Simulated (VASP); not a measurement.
# MoS2 in VASP: settings compared, part 2 of 2

VASP 6.6.1.

### Step 3. Single point, r2SCAN

This run uses another cell than the first one, of 17.90 Å³/atom.

The input, POSCAR:

```
MoS2
1.0
    6.4533660000      0.0000000000      0.0000000000
   -3.2266830000      5.5887790000      0.0000000000
    0.0000000000      0.0000000000      5.9569260000
Mo S
4 8
Direct
   -0.0012412513     -0.0009096799      0.0023888160
   -0.0013312228      0.4989356351     -0.0022746631
    0.4985563944     -0.0003703850      0.0012380547
    0.5029295140      0.5005053877      0.0023606135
    0.1697582614      0.3365391618      0.2561467106
    0.3304986055      0.1641303047      0.7397367367
    0.1637355565      0.8377282408      0.2552193866
    0.3380238314      0.6735782539      0.7416689413
    0.6687181988      0.3321650400      0.2606171371
    0.8318515713      0.1651416168      0.7348365583
    0.6660780338      0.8392176538      0.2619361060
    0.8335923352      0.6640452235      0.7383610271
```

The input, INCAR.step1:

```
SYSTEM = MoS2
ALGO = Normal
EDIFF = 1E-4
ENCUT = 520
GGA = PE
ISMEAR = -1
LASPH = .TRUE.
LCHARG = .FALSE.
LREAL = .FALSE.
LWAVE = .TRUE.
NBANDS = 64
NELM = 80
PREC = Accurate
SIGMA = 0.026
```

The input, INCAR.step2:

```
SYSTEM = MoS2
ALGO = Normal
EDIFF = 1E-6
ENCUT = 520
ISIF = 2
ISMEAR = -1
ISTART = 1
LASPH = .TRUE.
LCHARG = .FALSE.
LMIXTAU = .TRUE.
LREAL = .FALSE.
LWAVE = .FALSE.
METAGGA = R2SCAN
NBANDS = 64
NELM = 80
PREC = Accurate
SIGMA = 0.026
```

The input, KPOINTS:

```
k-points
0
G
  3 3 2
  0 0 0
```

Potentials or basis: VASP PAW PBE potentials, release 64 (Mo_sv, S).

Started as:

```sh
$ cat potpaw_PBE.64/Mo_sv/POTCAR potpaw_PBE.64/S/POTCAR > POTCAR
$ cp INCAR.step1 INCAR
$ mpirun -np 1 vasp_std > vasp.out
$ cp INCAR.step2 INCAR
$ mpirun -np 1 vasp_std > vasp.out
```

OUTCAR:

```text
SYSTEM = MoS2
   EDIFF = 1E-6
   ENCUT = 520
   ISIF = 2
   ISMEAR = -1
   ISTART = 1
   LASPH = .TRUE.
   LREAL = .FALSE.
   METAGGA = R2SCAN
   NELM = 80
   PREC = Accurate

 ion  position               nearest neighbor table
   1  0.999  0.999  0.002-   7 2.37   5 2.42  11 2.42   6 2.43  12 2.45  10 2.45   4 3.21   3 3.22
                             2 3.23   2 3.23   3 3.23   4 3.24
   2  0.999  0.499  0.998-  12 2.41   5 2.42   9 2.42   8 2.43  10 2.44   7 2.44   4 3.20   3 3.22
                             1 3.23   1 3.23   3 3.23   4 3.25
   3  0.499  1.000  0.001-   8 2.39  11 2.40   7 2.41   9 2.42   6 2.43  10 2.45   4 3.22   1 3.22
                             2 3.22   2 3.23   1 3.23   4 3.24
   4  0.503  0.501  0.002-   5 2.40   9 2.42  12 2.43  11 2.44   8 2.45   6 2.45   2 3.20   1 3.21
                             3 3.22   3 3.24   1 3.24   2 3.25
   5  0.170  0.337  0.256-   4 2.40   1 2.42   2 2.42
   6  0.330  0.164  0.740-   3 2.43   1 2.43   4 2.45
   7  0.164  0.838  0.255-   1 2.37   3 2.41   2 2.44
   8  0.338  0.674  0.742-   3 2.39   2 2.43   4 2.45
   9  0.669  0.332  0.261-   3 2.42   2 2.42   4 2.42
  10  0.832  0.165  0.735-   2 2.44   3 2.45   1 2.45
  11  0.666  0.839  0.262-   3 2.40   1 2.42   4 2.44
  12  0.834  0.664  0.738-   2 2.41   4 2.43   1 2.45

  LATTYP: Found a hexagonal cell.
 ALAT       =     6.4533660000
 C/A-ratio  =     0.9230727035

  Lattice vectors:

 A1 = (   6.4533660000,   0.0000000000,   0.0000000000)
 A2 = (  -3.2266830000,   5.5887790000,   0.0000000000)
 A3 = (   0.0000000000,   0.0000000000,   5.9569260000)

Analysis of symmetry for initial positions (statically):
=====================================================================
 Subroutine PRICEL returns:
 Original cell was already a primitive cell.

 Routine SETGRP: Setting up the symmetry group for a
 hexagonal supercell.

 Subroutine GETGRP returns: Found  1 space group operations
 (whereof  1 operations were pure point group operations)
 out of a pool of 24 trial point group operations.

The static configuration has the point symmetry C_1 .

[... 148 lines left out ...]
 non-spin polarized calculation
  energy-cutoff  :      520.00
  volume of cell :      214.85
 maximum number of plane-waves:      5832
   NGX = 23   NGY = 23   NGZ = 23

 number of electron     103.9999998 magnetization

 Free energy of the ion-electron system (eV)
  ---------------------------------------------------
  ext. energy  EPLUGINS =         0.00000000
  ---------------------------------------------------
  free energy    TOTEN  =      -176.63586707 eV

  energy without entropy =     -176.62811862  energy(sigma->0) =     -176.63199284

 E-fermi :   7.5717     XC(G=0): -11.5311

 val. band max:        7.2599984999   @ k =  -0.3333   0.3333   0.0000
 cond. band min:       7.5964687042   @ k =   0.3333   0.3333   0.5000
 fundamental gap:      0.3364702043
 Fermi energy:         7.5717363663

 k-point     1 :       0.0000    0.0000    0.0000
  band No.  band energies     occupation
      1     -56.2275      2.00000
      2     -56.1955      2.00000
      3     -56.1930      2.00000
      4     -56.1895      2.00000
      5     -29.8458      2.00000
      6     -29.8405      2.00000
[... 659 lines left out ...]
     63      10.1408      0.00000
     64      10.6907      0.00000

------------------------ aborting loop because EDIFF is reached ----------------------------------------

  FORCE on cell =-STRESS in cart. coord.  units (eV):
  Direction    XX          YY          ZZ          XY          YZ          ZX
  --------------------------------------------------------------------------------------
  -------------------------------------------------------------------------------------
  Total        0.9695355      0.3157262      0.6747230     -0.1958356     -0.8259966      0.4851436
  in kB        7.2301761      2.3544841      5.0316530     -1.4604169     -6.1597543      3.6178907
  external PRESSURE =       4.8721044 kB  Pullay stress =       0.0000000 kB

 VOLUME and BASIS-vectors are now :
 -----------------------------------------------------------------------------
  energy-cutoff  :      520.00
  volume of cell :      214.85
      direct lattice vectors                 reciprocal lattice vectors
     6.453366000  0.000000000  0.000000000     0.154957893  0.089464980  0.000000000
    -3.226683000  5.588779000  0.000000000     0.000000000  0.178929959  0.000000000
     0.000000000  0.000000000  5.956926000     0.000000000  0.000000000  0.167871818

 POSITION                                       TOTAL-FORCE (eV/Angst)
 -----------------------------------------------------------------------------------
      3.22161      5.58370      0.01423        -0.323087     -0.022319     -0.537648
      4.83487      2.78844      5.94338        -0.181681     -0.080423     -0.173727
     -0.00812      5.58671      0.00738         0.103360      0.388150     -0.318564
      1.63062      2.79721      0.01406         0.277878      0.089607     -0.261715
      0.00961      1.88084      1.52585        -0.089935     -0.052911      0.046298
      1.60323      0.91729      4.40656        -0.012021      0.264258      0.328258
     -1.64644      4.68188      1.52032         0.249545     -0.315726      0.244853
      0.00797      3.76448      4.41807         0.017939     -0.421495      0.150537
      3.24369      1.85640      1.55248        -0.103695      0.204331     -0.144396
      4.83538      0.92294      4.37737         0.014143      0.115181      0.598495
      1.59056      4.69020      1.56033         0.168275     -0.312193     -0.189946
      3.23681      3.71120      4.39836        -0.120722      0.143540      0.257556
 -----------------------------------------------------------------------------------
    total drift:                               -0.000154      0.000170     -0.000124

  FREE ENERGIE OF THE ION-ELECTRON SYSTEM (eV)
  ---------------------------------------------------
  free  energy   TOTEN  =      -176.6358670676 eV

  energy  without entropy=     -176.6281186182  energy(sigma->0) =     -176.63199284
```

OUTCAR.step1:

```text
SYSTEM = MoS2
   EDIFF = 1E-4
   ENCUT = 520
   GGA = PE
   ISMEAR = -1
   LASPH = .TRUE.
   LREAL = .FALSE.
   NELM = 80
[... 915 lines left out ...]
      4.83538      0.92294      4.37737         0.011304      0.096837      0.368669
      1.59056      4.69020      1.56033         0.160576     -0.296632      0.029822
      3.23681      3.71120      4.39836        -0.119656      0.141385      0.037925
 -----------------------------------------------------------------------------------
    total drift:                               -0.000452     -0.000206     -0.002370

  FREE ENERGIE OF THE ION-ELECTRON SYSTEM (eV)
  ---------------------------------------------------
  free  energy   TOTEN  =       -83.9610752056 eV

  energy  without entropy=      -83.9532117587  energy(sigma->0) =      -83.95714348
```

OSZICAR.step1:

```text
N       E                     dE             d eps       ncg     rms          rms(c)
DAV:   1     0.945641397310E+03    0.94564E+03   -0.56445E+04  1376   0.155E+03
DAV:   2    -0.282201485656E+02   -0.97386E+03   -0.94642E+03  1528   0.403E+02
DAV:   3    -0.887675303983E+02   -0.60547E+02   -0.58838E+02  1616   0.876E+01
DAV:   4    -0.904994686783E+02   -0.17319E+01   -0.17136E+01  1520   0.140E+01
DAV:   5    -0.905480669356E+02   -0.48598E-01   -0.48506E-01  1552   0.234E+00    0.453E+01
DAV:   6    -0.861294599670E+02    0.44186E+01   -0.45682E+01  1416   0.266E+01    0.205E+01
DAV:   7    -0.844171386529E+02    0.17123E+01   -0.16620E+01  1408   0.159E+01    0.113E+01
DAV:   8    -0.841120314137E+02    0.30511E+00   -0.29611E+00  1488   0.658E+00    0.527E+00
DAV:   9    -0.839862460299E+02    0.12579E+00   -0.13834E+00  1528   0.366E+00    0.286E+00
DAV:  10    -0.839645529336E+02    0.21693E-01   -0.17364E-01  1472   0.147E+00    0.108E+00
DAV:  11    -0.839653969273E+02   -0.84399E-03   -0.50693E-02  1536   0.100E+00    0.688E-01
DAV:  12    -0.839610314071E+02    0.43655E-02   -0.32556E-02  1464   0.718E-01    0.286E-01
DAV:  13    -0.839610809252E+02   -0.49518E-04   -0.15185E-03  1464   0.182E-01    0.122E-01
DAV:  14    -0.839610752056E+02    0.57195E-05   -0.34917E-04  1120   0.840E-02
   1 F= -.83961075E+02 E0= -.83957143E+02  d E =-.786345E-02
```

It took 6.3 min on 1 thread of Intel Xeon Platinum 8488C (Sapphire Rapids), shared host; peak memory 0.39 GiB.

What came out:

```yaml
Free_energy: -176.6359 eV
Pressure: 0.5 GPa
Largest_force: 0.628 eV/Å
Band_gap_on_the_k_mesh: zero (bands 52 and 53 overlap by 0.99 eV)
```

Forces in eV/Å, atoms in the order of the input:
```
Mo  -0.323 -0.022 -0.538
Mo  -0.182 -0.080 -0.174
Mo   0.103  0.388 -0.319
Mo   0.278  0.090 -0.262
S   -0.090 -0.053  0.046
S   -0.012  0.264  0.328
S    0.250 -0.316  0.245
S    0.018 -0.421  0.151
S   -0.104  0.204 -0.144
S    0.014  0.115  0.598
S    0.168 -0.312 -0.190
S   -0.121  0.144  0.258
```

Caveat: the k points lie up to 0.53 Å⁻¹ apart, too coarse for converged energies and pressures of a metal; the atoms stand as in a frame of molecular dynamics; the PAW data sets were made with another functional, which shifts forces and pressure a little.

### Step 4. Molecular dynamics, PBEsol

The input, INCAR:

```
  PREC = Accurate
  ENCUT = 520
  EDIFF = 1E-5
  ISMEAR = -1
  SIGMA = 0.039
  LREAL = F
  LASPH = T
  NELM = 100
  ALGO = Fast
  ISIF = 2
  LWAVE = F
  LCHARG = T
  GGA = PS
  IBRION = 0
  NSW = 20
  POTIM = 1.5
  TEBEG = 450.0
  TEEND = 450.0
  ISYM = 0
  NELMIN = 4
  RANDOM_SEED = 5093 0 0
  MDALGO = 2
  SMASS = 0
```

The input, KPOINTS:

```
regular mesh
0
Gamma
  3 3 2
```

The input, POSCAR:

```
MoS2
1.0
    6.4404749029      0.0000000000      0.0000000000
   -3.2202374514      5.5776148783      0.0000000000
    0.0000000000      0.0000000000      5.9450268322
Mo S
4 8
Direct
    0.0000000000      0.0000000000      0.0000000000
    0.0000000000      0.5000000000      0.0000000000
    0.5000000000      0.0000000000      0.0000000000
    0.5000000000      0.5000000000      0.0000000000
    0.1666666667      0.3333333333      0.2600310812
    0.3333333333      0.1666666667      0.7399689188
    0.1666666667      0.8333333333      0.2600310812
    0.3333333333      0.6666666667      0.7399689188
    0.6666666667      0.3333333333      0.2600310812
    0.8333333333      0.1666666667      0.7399689188
    0.6666666667      0.8333333333      0.2600310812
    0.8333333333      0.6666666667      0.7399689188
```

Started as:

```sh
$ cat potpaw_PBE.64/Mo_sv/POTCAR potpaw_PBE.64/S/POTCAR > POTCAR
$ mpirun -np 1 vasp_std > vasp.out
```

Wall time 25 min (1 thread of Oxide Virtual Turin-like, shared host); peak memory 0.47 GiB.

The path:
```
step  potential energy change (eV)  largest force (eV/Å)  pressure (GPa)  volume (Å³)  temperature (K)
   1                        0.0000                0.0865           -2.73       213.56              450
   2                        0.0048                0.2223           -2.81       213.56              447
   3                        0.0178                0.3965           -2.88       213.56              438
   4                        0.0385                0.5845           -2.88       213.56              423
   5                        0.0660                0.7675           -2.89       213.56              405
   6                        0.0993                0.9407           -2.88       213.56              384
   7                        0.1373                1.1046           -2.86       213.56              360
   8                        0.1786                1.2574           -2.82       213.56              336
   9                        0.2219                1.3993           -2.77       213.56              312
  10                        0.2655                1.5296           -2.70       213.56              289
  11                        0.3081                1.6484           -2.64       213.56              269
  12                        0.3483                1.7548           -2.57       213.56              253
  13                        0.3846                1.8489           -2.51       213.56              241
  14                        0.4157                1.9314           -2.44       213.56              236
  15                        0.4405                2.0019           -2.39       213.56              237
  16                        0.4578                2.0611           -2.34       213.56              247
  17                        0.4666                2.1084           -2.30       213.56              268
  18                        0.4661                2.1444           -2.27       213.56              300
  19                        0.4556                2.1690           -2.26       213.56              346
  20                        0.4349                2.1829           -2.25       213.56              408
```

Caveat: the k points lie up to 0.53 Å⁻¹ apart; the PAW data sets were made with another functional, which shifts forces and pressure a little.

### Step 5. Summary

| task | level | cell | smearing | gap on the mesh (eV) | pressure (GPa) | largest force (eV/Å) |
| --- | --- | --- | --- | --- | --- | --- |
| single point | PBEsol | a = 6.440, b = 6.440, c = 5.945 Å, angles 90.0, 90.0, 120.0°, 12 atoms, atomic positions A | fermi-dirac 0.039 eV | none | -3.1 | 0.82 |
| single point | r2SCAN | a = 6.453, b = 6.453, c = 5.957 Å, angles 90.0, 90.0, 120.0°, 12 atoms, atomic positions B | fermi-dirac 0.026 eV | none | 0.5 | 0.63 |
| molecular dynamics | PBEsol | a = 6.440, b = 6.440, c = 5.945 Å, angles 90.0, 90.0, 120.0°, 12 atoms, atomic positions C | fermi-dirac 0.039 eV | - | - | - |

Alike in all rows: potentials or basis VASP PAW PBE potentials, release 64 (Mo_sv, S); no spin polarisation; k mesh 3 × 3 × 2; cutoff (eV) 520.

Caveats: all runs use coarse meshes; the PAW data sets were made with another functional, which shifts forces and pressure a little; the atoms stand as in a frame of molecular dynamics (at least some runs).

Total energies depend on the potentials used, so only differences within one code and one set of settings carry meaning.
